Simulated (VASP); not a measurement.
Here is a VASP 6.6.1 calculation.

File POSCAR:

```
SrTiO3
1.0
    3.7606966101      0.0000000000      0.0000000000
    0.0000000000      3.7606966101      0.0000000000
    0.0000000000      0.0000000000      3.7606966101
Sr Ti O
1 1 3
Direct
    0.0000000000      0.0000000000      0.0000000000
    0.5000000000      0.5000000000      0.5000000000
    0.5000000000      0.0000000000      0.5000000000
    0.5000000000      0.5000000000      0.0000000000
    0.0000000000      0.5000000000      0.5000000000
```

The input INCAR.step1:

```
SYSTEM = SrTiO3
ALGO = Normal ; EDIFF = 1E-4
ENCUT = 520 ; GGA = PE
ISMEAR = 0 ; LASPH = .TRUE.
LCHARG = .FALSE. ; LDAU = .TRUE.
LDAUJ = 0 0 0 ; LDAUL = -1 2 -1
LDAUTYPE = 2 ; LDAUU = 0 4 0
LMAXMIX = 4 ; LREAL = .FALSE.
LWAVE = .TRUE. ; NBANDS = 28
NELM = 150 ; PREC = Accurate
SIGMA = 0.02
```

The input INCAR.step2:

```
SYSTEM = SrTiO3
ALGO = Normal ; EDIFF = 1E-6
ENCUT = 520 ; ISIF = 2
ISMEAR = 0 ; ISTART = 1
LASPH = .TRUE. ; LCHARG = .TRUE.
LDAU = .TRUE. ; LDAUJ = 0 0 0
LDAUL = -1 2 -1 ; LDAUPRINT = 1
LDAUTYPE = 2 ; LDAUU = 0 4 0
LELF = .TRUE. ; LMAXMIX = 4
LMIXTAU = .TRUE. ; LREAL = .FALSE.
LVHAR = .TRUE. ; LWAVE = .FALSE.
METAGGA = R2SCAN ; NBANDS = 28
NELM = 150 ; PREC = Accurate
SIGMA = 0.02
```

File KPOINTS:

```
k-points
0
G
  6 6 6
  0 0 0
```

Potentials or basis: VASP PAW PBE potentials, release 64 (Sr_sv, Ti_sv, O).

The run is started by

```sh
$ cat potpaw_PBE.64/Sr_sv/POTCAR potpaw_PBE.64/Ti_sv/POTCAR potpaw_PBE.64/O/POTCAR > POTCAR
$ cp INCAR.step1 INCAR
$ mpirun -np 1 vasp_std > vasp.out
$ cp INCAR.step2 INCAR
$ mpirun -np 1 vasp_std > vasp.out
```

(1) What does it give for the pressure?

(2) Estimate the band gap on the k mesh.

Answers

(1) 34.5 GPa.

(2) 3.14 eV (least direct gap 3.50 eV).

Caveat: the cell stands under pressure; the PAW data sets were made with another functional, which shifts forces and pressure a little.
